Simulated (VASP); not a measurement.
# Al2Cu (I4/mcm) in VASP: further runs, part 2 of 3

VASP 6.6.1.

## Step 3: Single point, PBEsol

INCAR

```
PREC = Accurate
ENCUT = 520
EDIFF = 1E-6
ISMEAR = 0
SIGMA = 0.15
LREAL = F
LASPH = T
NELM = 80
ALGO = Fast
ISIF = 2
LWAVE = F
LCHARG = F
GGA = PS
NBANDS = 26
```

KPOINTS

```
regular mesh
0
Gamma
  10 10 10
```

POSCAR

```
Al2Cu
1.0
   -3.0264500000      3.0264500000      2.3414000000
    3.0264500000     -3.0264500000      2.3414000000
    3.0264500000      3.0264500000     -2.3414000000
Al Cu
4 2
Direct
    0.1593210787      0.6593210787      0.8186421574
    0.6593210787      0.8406789213      0.5000000000
    0.8406789213      0.3406789213      0.1813578426
    0.3406789213      0.1593210787      0.5000000000
    0.7500000000      0.7500000000      0.0000000000
    0.2500000000      0.2500000000      0.0000000000
```

Potentials or basis: VASP PAW PBE potentials, release 64 (Al, Cu).

Started as:

```console
> cat potpaw_PBE.64/Al/POTCAR potpaw_PBE.64/Cu/POTCAR > POTCAR
> mpirun -np 1 vasp_std > vasp.out
```

OUTCAR:

```text
PREC = Accurate
   ENCUT = 520
   EDIFF = 1E-6
   ISMEAR = 0
   LREAL = F
   LASPH = T
   NELM = 80
   ISIF = 2
   GGA = PS

 ion  position               nearest neighbor table
   1  0.159  0.659  0.819-   5 2.56   6 2.56   5 2.56   6 2.56   3 2.73   3 2.81   3 2.81   4 3.03
                             2 3.03   2 3.03   4 3.03   4 3.22   2 3.22   2 3.22   4 3.22
   2  0.659  0.841  0.500-   6 2.56   5 2.56   5 2.56   6 2.56   4 2.73   4 2.81   4 2.81   3 3.03
                             1 3.03   1 3.03   3 3.03   1 3.22   3 3.22   1 3.22   3 3.22
   3  0.841  0.341  0.181-   5 2.56   6 2.56   5 2.56   6 2.56   1 2.73   1 2.81   1 2.81   2 3.03
                             4 3.03   4 3.03   2 3.03   4 3.22   2 3.22   4 3.22   2 3.22
   4  0.341  0.159  0.500-   5 2.56   6 2.56   6 2.56   5 2.56   2 2.73   2 2.81   2 2.81   3 3.03
                             1 3.03   1 3.03   3 3.03   1 3.22   3 3.22   3 3.22   1 3.22
[... 912 lines left out ...]
  in kB       -5.0087224     -5.0087224     58.2156656      0.0000000     -0.0000000      0.0000000
  external PRESSURE =      16.0660736 kB  Pullay stress =       0.0000000 kB

 VOLUME and BASIS-vectors are now :
 -----------------------------------------------------------------------------
  energy-cutoff  :      520.00
  volume of cell :       85.78
      direct lattice vectors                 reciprocal lattice vectors
    -3.026450000  3.026450000  2.341400000     0.000000000  0.165210065  0.213547450
     3.026450000 -3.026450000  2.341400000     0.165210065  0.000000000  0.213547450
     3.026450000  3.026450000 -2.341400000     0.165210065  0.165210065  0.000000000

 POSITION                                       TOTAL-FORCE (eV/Angst)
 -----------------------------------------------------------------------------------
      3.99080      0.96435      0.00000        -0.091550     -0.091550      0.000000
      2.06210      0.96435      2.34140         0.091550     -0.091550     -0.000000
     -0.96435      2.06210      2.34140         0.091550      0.091550      0.000000
      0.96435      2.06210      0.00000        -0.091550      0.091550     -0.000000
      0.00000      0.00000      3.51210         0.000000     -0.000000     -0.000000
      0.00000      0.00000      1.17070         0.000000     -0.000000     -0.000000
 -----------------------------------------------------------------------------------
    total drift:                                0.000000      0.000000      0.000000

  FREE ENERGIE OF THE ION-ELECTRON SYSTEM (eV)
  ---------------------------------------------------
  free  energy   TOTEN  =       -25.9754323171 eV

  energy  without entropy=      -25.9552422469  energy(sigma->0) =      -25.96533728
```

OSZICAR:

```text
N       E                     dE             d eps       ncg     rms          rms(c)
DAV:   1     0.184641276405E+03    0.18464E+03   -0.13693E+04  5304   0.148E+03
DAV:   2    -0.190563664083E+02   -0.20370E+03   -0.19126E+03  5322   0.290E+02
DAV:   3    -0.309305619296E+02   -0.11874E+02   -0.11136E+02  6842   0.900E+01
DAV:   4    -0.312768526111E+02   -0.34629E+00   -0.34465E+00  8046   0.134E+01
DAV:   5    -0.312819731756E+02   -0.51206E-02   -0.51194E-02  7852   0.164E+00    0.226E+01
RMM:   6    -0.369087532791E+02   -0.56268E+01   -0.11135E+02  6488   0.141E+02    0.195E+01
RMM:   7    -0.263133280054E+02    0.10595E+02   -0.33735E+01  5657   0.809E+01    0.325E+00
RMM:   8    -0.260412389244E+02    0.27209E+00   -0.20440E+00  5847   0.198E+01    0.121E+00
RMM:   9    -0.259805086471E+02    0.60730E-01   -0.45232E-01  6016   0.283E+00    0.529E-01
RMM:  10    -0.259839952781E+02   -0.34866E-02   -0.88105E-02  6468   0.370E+00    0.672E-01
RMM:  11    -0.259751846036E+02    0.88107E-02   -0.19579E-02  6516   0.179E+00    0.159E-01
RMM:  12    -0.259754306539E+02   -0.24605E-03   -0.45993E-03  7735   0.453E-01    0.799E-02
RMM:  13    -0.259754661447E+02   -0.35491E-04   -0.72193E-04  7534   0.156E-01    0.349E-02
RMM:  14    -0.259754341294E+02    0.32015E-04   -0.11032E-04  6821   0.100E-01    0.268E-02
RMM:  15    -0.259754333682E+02    0.76119E-06   -0.47323E-05  7325   0.553E-02    0.171E-02
RMM:  16    -0.259754345510E+02   -0.11828E-05   -0.11220E-05  6696   0.267E-02    0.138E-02
RMM:  17    -0.259754322006E+02    0.23504E-05   -0.89947E-06  6085   0.399E-02    0.324E-03
RMM:  18    -0.259754323171E+02   -0.11649E-06   -0.22239E-06  4478   0.926E-03
   1 F= -.25975432E+02 E0= -.25965337E+02  d E =-.201901E-01
```

stdout:

```text
POSCAR found type information on POSCAR AlCu
 POSCAR found :  2 types and       6 ions
 scaLAPACK will be used
 -----------------------------------------------------------------------------
|                                                                             |
|                                                                             |
|     You enforced a specific xc type in the INCAR file but a different       |
|     I HOPE YOU KNOW WHAT YOU ARE DOING!                                     |
|                                                                             |
 -----------------------------------------------------------------------------

 LDA part: xc-table for (Slater+PW92), standard interpolation
 POSCAR, INCAR and KPOINTS ok, starting setup
 FFT: planning ... GRIDC
 FFT: planning ... GRID_SOFT
 FFT: planning ... GRID
 WAVECAR not read
 entering main loop
```

Run time: 4 min. Hardware: 1 thread of Intel Xeon Platinum 8488C (Sapphire Rapids), shared host; peak memory 0.34 GiB.

What came out:

```
Free energy            : -25.9754 eV
Pressure               : 1.6 GPa
Largest force          : 0.129 eV/Å
Band gap on the k mesh : zero (bands 17 and 18 overlap by 4.79 eV)
```

Forces in eV/Å, atoms in the order of the input:
```
Al  -0.092 -0.092  0.000
Al   0.092 -0.092  0.000
Al   0.092  0.092  0.000
Al  -0.092  0.092  0.000
Cu   0.000  0.000  0.000
Cu   0.000  0.000  0.000
```

Stress tensor (GPa, compression positive):
```
-0.50  0.00  0.00
 0.00 -0.50  0.00
 0.00  0.00  5.82
```

Caveat: the PAW data sets were made with another functional, which shifts forces and pressure a little.

## Step 4: Single point, PBEsol

INCAR

```
SYSTEM = Al2Cu
PREC = Accurate
ENCUT = 520
EDIFF = 1E-6
ISMEAR = 0
SIGMA = 0.15
LREAL = .FALSE.
LASPH = .TRUE.
NELM = 100
ALGO = Fast
ISIF = 2
LWAVE = .FALSE.
LCHARG = .FALSE.
GGA = PS
NBANDS = 26
```

KPOINTS

```
regular mesh
0
G
  10 10 10
  0 0 0
```

Edit POSCAR of step 3 so:

```diff
@@ -2,5 +2,5 @@
 1.0
-   -3.0264500000      3.0264500000      2.3414000000
-    3.0264500000     -3.0264500000      2.3414000000
-    3.0264500000      3.0264500000     -2.3414000000
+   -2.9665500000      2.9665500000      2.4379500000
+    2.9665500000     -2.9665500000      2.4379500000
+    2.9665500000      2.9665500000     -2.4379500000
 Al Cu
```

Potentials or basis: VASP PAW PBE potentials, release 64 (Al, Cu).

Started as:

```console
> cat potpaw_PBE.64/Al/POTCAR potpaw_PBE.64/Cu/POTCAR > POTCAR
> mpirun -np 1 vasp_std > vasp.out
```

OUTCAR:

```text
SYSTEM = Al2Cu
   PREC = Accurate
   ENCUT = 520
   EDIFF = 1E-6
   ISMEAR = 0
   LREAL = .FALSE.
   LASPH = .TRUE.
   NELM = 100
   ISIF = 2
   GGA = PS

 ion  position               nearest neighbor table
   1  0.159  0.659  0.819-   5 2.54   6 2.54   5 2.54   6 2.54   3 2.67   3 2.87   3 2.87   4 3.09
                             2 3.09   2 3.09   4 3.09   4 3.16   2 3.16   2 3.16   4 3.16
   2  0.659  0.841  0.500-   6 2.54   5 2.54   5 2.54   6 2.54   4 2.67   4 2.87   4 2.87   3 3.09
                             1 3.09   1 3.09   3 3.09   1 3.16   3 3.16   1 3.16   3 3.16
   3  0.841  0.341  0.181-   5 2.54   6 2.54   5 2.54   6 2.54   1 2.67   1 2.87   1 2.87   2 3.09
                             4 3.09   4 3.09   2 3.09   4 3.16   2 3.16   4 3.16   2 3.16
   4  0.341  0.159  0.500-   5 2.54   6 2.54   6 2.54   5 2.54   2 2.67   2 2.87   2 2.87   3 3.09
                             1 3.09   1 3.09   3 3.09   1 3.16   3 3.16   3 3.16   1 3.16
   5  0.750  0.750  0.000-   6 2.44   6 2.44   4 2.54   2 2.54   4 2.54   2 2.54   1 2.54   3 2.54
                             3 2.54   1 2.54
   6  0.250  0.250  0.000-   5 2.44   5 2.44   2 2.54   4 2.54   2 2.54   4 2.54   3 2.54   1 2.54
                             1 2.54   3 2.54

  LATTYP: Found a body centered tetragonal cell.
 ALAT       =     5.9331000000
 C/A-ratio  =     0.8218132174

  Lattice vectors:

 A1 = (  -2.9665500000,   2.9665500000,   2.4379500000)
 A2 = (   2.9665500000,  -2.9665500000,   2.4379500000)
 A3 = (   2.9665500000,   2.9665500000,  -2.4379500000)

Analysis of symmetry for initial positions (statically):
=====================================================================
 Subroutine PRICEL returns:
 Original cell was already a primitive cell.

 Routine SETGRP: Setting up the symmetry group for a
 body centered tetragonal supercell.

 Subroutine GETGRP returns: Found 16 space group operations
 (whereof  8 operations were pure point group operations)
 out of a pool of 16 trial point group operations.

The static configuration has the point symmetry C_4h.
 The point group associated with its full space group is D_4h.

Analysis of symmetry for dynamics (positions and initial velocities):
=====================================================================
 Subroutine PRICEL returns:
 Original cell was already a primitive cell.

 Routine SETGRP: Setting up the symmetry group for a
 body centered tetragonal supercell.

 Subroutine GETGRP returns: Found 16 space group operations
 (whereof  8 operations were pure point group operations)
 out of a pool of 16 trial point group operations.

The dynamic configuration has the point symmetry C_4h.
 The point group associated with its full space group is D_4h.

 Subroutine INISYM returns: Found 16 space group operations
 (whereof  8 operations are pure point group operations),
 and found     1 'primitive' translations

----------------------------------------------------------------------------------------

                                     Primitive cell

  volume of cell :      85.8199

  direct lattice vectors                    reciprocal lattice vectors
    -2.966550000  2.966550000  2.437950000     0.000000000  0.168545954  0.205090342
     2.966550000 -2.966550000  2.437950000     0.168545954  0.000000000  0.205090342
     2.966550000  2.966550000 -2.437950000     0.168545954  0.168545954  0.000000000

  length of vectors
[... 69 lines left out ...]
  0.300000  0.300000 -0.000000      8.000000
  0.400000  0.300000 -0.000000     16.000000
 [... further k-points ...]
   k-points           NKPTS =    102   k-points in BZ     NKDIM =    102   number of bands    NBANDS=     26
   number of dos      NEDOS =    301   number of ions     NIONS =      6
   total plane-waves  NPLWV =  46656
   dimension x,y,z NGX =    36 NGY =   36 NGZ =   36
   dimension x,y,z NGXF=    72 NGYF=   72 NGZF=   72
   ions per type =               4   2
   NGX,Y,Z   is equivalent  to a cutoff of  12.33, 12.33, 12.33 a.u.
   NGXF,Y,Z  is equivalent  to a cutoff of  24.67, 24.67, 24.67 a.u.
 SYSTEM =  Al2Cu
   PREC   = accura    normal or accurate (medium, high low for compatibility)
   ISTART =      0    job   : 0-new  1-cont  2-samecut
   ICHARG =      2    charge: 1-file 2-atom 10-const
   ISPIN  =      1    spin polarized calculation?
   LNONCOLLINEAR =      F non collinear calculations
   LSORBIT =      F    spin-orbit coupling
   LASPH  =      T    aspherical Exc in radial PAW
   ENCUT  =  520.0 eV  38.22 Ry    6.18 a.u.   9.02  9.02  9.02*2*pi/ulx,y,z
   NELM   =    100;   NELMIN=  2; NELMDL= -5     # of ELM steps
   EDIFF  = 0.1E-05   stopping-criterion for ELM
   LREAL  =      F    real-space projection
   EDIFFG = 0.1E-04   stopping-criterion for IOM
   NSW    =      0    number of steps for IOM
   IBRION =     -1    ionic relax: 0-MD 1-quasi-New 2-CG
   NFREE  =      0    steps in history (QN), initial steepest desc. (CG)
   ISIF   =      2    stress and relaxation
   ISYM   =      2    0-nonsym 1-usesym 2-fastsym
   POTIM  = 0.5000    time-step for ionic-motion
   TEBEG  =    0.0;   TEEND  =   0.0 temperature during run
   PSTRESS=    0.0 pullay stress
   NELECT =      34.0000    total number of electrons
   NUPDOWN=      -1.0000    fix difference up-down
   EMIN   =  10.00;   EMAX   =-10.00  energy-range for DOS
   EFERMI =   0.00;   METHOD = LEGACY
   ISMEAR =     0;   SIGMA  =   0.15  broadening in eV -4-tet -1-fermi 0-gaus
   EFERMI_NEDOS =   21; number of points for ismear=-14 and -15
   IALGO  =     68    algorithm
   IMIX   =      4    mixing-type and parameters
     AMIX     =   0.40;   BMIX     =  1.00
     AMIX_MAG =   1.60;   BMIX_MAG =  1.00
  volume/ion in A,a.u.               =      14.30        96.52
  Fermi-wavevector in a.u.,A,eV,Ry     =   1.202371  2.272151 19.669882  1.445696
  Thomas-Fermi vector in A             =   2.338154
   LORBIT       =      0    0 simple, 1 ext, 2 COOP (PROOUT), +10 PAW based schemes
   GGA     = PS    functional components
   LHFCALC =     F    Hartree Fock is set to
   AEXX    =    0.0000 exact exchange contribution
   IVDW    =     0    specifies the selected vdW correction
   LEPSILON=     F    determine dielectric tensor
   LRPA    =     F    only Hartree local field effects (RPA)
 non-spin polarized calculation
 RMM-DIIS sequential band-by-band and
 Gauss-broadening in eV      SIGMA  =   0.15
  energy-cutoff  :      520.00
  volume of cell :       85.82
 maximum number of plane-waves:      2333
   NGX = 19   NGY = 19   NGZ = 19

 number of electron      34.0000025 magnetization

 Free energy of the ion-electron system (eV)
  ---------------------------------------------------
  ext. energy  EPLUGINS =         0.00000000
  ---------------------------------------------------
  free energy    TOTEN  =       -26.00892746 eV

  energy without entropy =      -25.98947255  energy(sigma->0) =      -25.99920001

 E-fermi :   8.3151     XC(G=0): -11.1224

 val. band max:        8.2985972452   @ k =   0.4000   0.2000   0.1000
 cond. band min:       8.3245562078   @ k =   0.3000   0.1000   0.1000
 fundamental gap:      0.0259589626
 Fermi energy:         8.3150554508

 k-point     1 :       0.0000    0.0000    0.0000
  band No.  band energies     occupation
      1      -2.6996      2.00000
      2       2.8598      2.00000
      3       3.0129      2.00000
      4       3.0129      2.00000
      5       3.0934      2.00000
      6       3.9861      2.00000
[... 685 lines left out ...]
     25      15.5886      0.00000
     26      15.7341      0.00000

 [... further k-points ...]

------------------------ aborting loop because EDIFF is reached ----------------------------------------

  FORCE on cell =-STRESS in cart. coord.  units (eV):
  Direction    XX          YY          ZZ          XY          YZ          ZX
  --------------------------------------------------------------------------------------
  -------------------------------------------------------------------------------------
  Total        1.2608714      1.2608714     -0.2692103      0.0000000      0.0000000      0.0000000
  in kB       23.5392834     23.5392834     -5.0259028      0.0000000      0.0000000      0.0000000
  external PRESSURE =      14.0175547 kB  Pullay stress =       0.0000000 kB

 VOLUME and BASIS-vectors are now :
 -----------------------------------------------------------------------------
  energy-cutoff  :      520.00
  volume of cell :       85.82
      direct lattice vectors                 reciprocal lattice vectors
    -2.966550000  2.966550000  2.437950000     0.000000000  0.168545954  0.205090342
     2.966550000 -2.966550000  2.437950000     0.168545954  0.000000000  0.205090342
     2.966550000  2.966550000 -2.437950000     0.168545954  0.168545954  0.000000000

 POSITION                                       TOTAL-FORCE (eV/Angst)
 -----------------------------------------------------------------------------------
      3.91182      0.94527      0.00000         0.034103      0.034103     -0.000000
      2.02128      0.94527      2.43795        -0.034103      0.034103      0.000000
     -0.94527      2.02128      2.43795        -0.034103     -0.034103      0.000000
      0.94527      2.02128      0.00000         0.034103     -0.034103      0.000000
      0.00000      0.00000      3.65692         0.000000     -0.000000      0.000000
      0.00000      0.00000      1.21897         0.000000     -0.000000      0.000000
 -----------------------------------------------------------------------------------
    total drift:                                0.000000      0.000000      0.000000

  FREE ENERGIE OF THE ION-ELECTRON SYSTEM (eV)
  ---------------------------------------------------
  free  energy   TOTEN  =       -26.0089274574 eV

  energy  without entropy=      -25.9894725544  energy(sigma->0) =      -25.99920001
```

OSZICAR:

```text
N       E                     dE             d eps       ncg     rms          rms(c)
DAV:   1     0.185805701288E+03    0.18581E+03   -0.13711E+04  5304   0.148E+03
DAV:   2    -0.190371970716E+02   -0.20484E+03   -0.19222E+03  5318   0.290E+02
DAV:   3    -0.310517408679E+02   -0.12015E+02   -0.11298E+02  6852   0.903E+01
DAV:   4    -0.314012446877E+02   -0.34950E+00   -0.34749E+00  7814   0.135E+01
DAV:   5    -0.314076662584E+02   -0.64216E-02   -0.64201E-02  7890   0.176E+00    0.230E+01
RMM:   6    -0.373969941583E+02   -0.59893E+01   -0.11575E+02  6487   0.143E+02    0.200E+01
RMM:   7    -0.263725314192E+02    0.11024E+02   -0.35467E+01  5649   0.824E+01    0.344E+00
RMM:   8    -0.260894337811E+02    0.28310E+00   -0.21733E+00  5799   0.205E+01    0.131E+00
RMM:   9    -0.260187178409E+02    0.70716E-01   -0.51171E-01  5951   0.296E+00    0.693E-01
RMM:  10    -0.260136739006E+02    0.50439E-02   -0.58887E-02  6577   0.286E+00    0.315E-01
RMM:  11    -0.260086842457E+02    0.49897E-02   -0.11162E-02  6691   0.841E-01    0.872E-02
RMM:  12    -0.260090990801E+02   -0.41483E-03   -0.29198E-03  7430   0.361E-01    0.812E-02
RMM:  13    -0.260089776720E+02    0.12141E-03   -0.99790E-04  6787   0.170E-01    0.486E-02
RMM:  14    -0.260089226495E+02    0.55022E-04   -0.18124E-04  6711   0.146E-01    0.161E-02
RMM:  15    -0.260089275283E+02   -0.48788E-05   -0.56500E-05  7420   0.477E-02    0.131E-02
RMM:  16    -0.260089302084E+02   -0.26801E-05   -0.92696E-06  6266   0.320E-02    0.129E-02
RMM:  17    -0.260089282343E+02    0.19741E-05   -0.14198E-05  6411   0.404E-02    0.713E-03
RMM:  18    -0.260089274574E+02    0.77688E-06   -0.25940E-06  4961   0.184E-02
   1 F= -.26008927E+02 E0= -.25999200E+02  d E =-.194549E-01
```

stdout:

```text
POSCAR found type information on POSCAR AlCu
 POSCAR found :  2 types and       6 ions
 scaLAPACK will be used
 -----------------------------------------------------------------------------
|                                                                             |
|                                                                             |
|     You enforced a specific xc type in the INCAR file but a different       |
|     I HOPE YOU KNOW WHAT YOU ARE DOING!                                     |
|                                                                             |
 -----------------------------------------------------------------------------

 LDA part: xc-table for (Slater+PW92), standard interpolation
 POSCAR, INCAR and KPOINTS ok, starting setup
 FFT: planning ... GRIDC
 FFT: planning ... GRID_SOFT
 FFT: planning ... GRID
 WAVECAR not read
 entering main loop
```

Wall time 3.7 min (1 thread of Intel Xeon Platinum 8488C (Sapphire Rapids), shared host); peak memory 0.34 GiB.

What came out:

* Free energy: -26.0089 eV
* Pressure: 1.4 GPa
* Largest force: 0.048 eV/Å
* Band gap on the k mesh: zero (bands 17 and 18 overlap by 4.25 eV)

Forces in eV/Å, atoms in the order of the input:
```
Al   0.034  0.034  0.000
Al  -0.034  0.034  0.000
Al  -0.034 -0.034  0.000
Al   0.034 -0.034  0.000
Cu   0.000  0.000  0.000
Cu   0.000  0.000  0.000
```

Caveat: the PAW data sets were made with another functional, which shifts forces and pressure a little.

(Continued in part 3 of 3.)
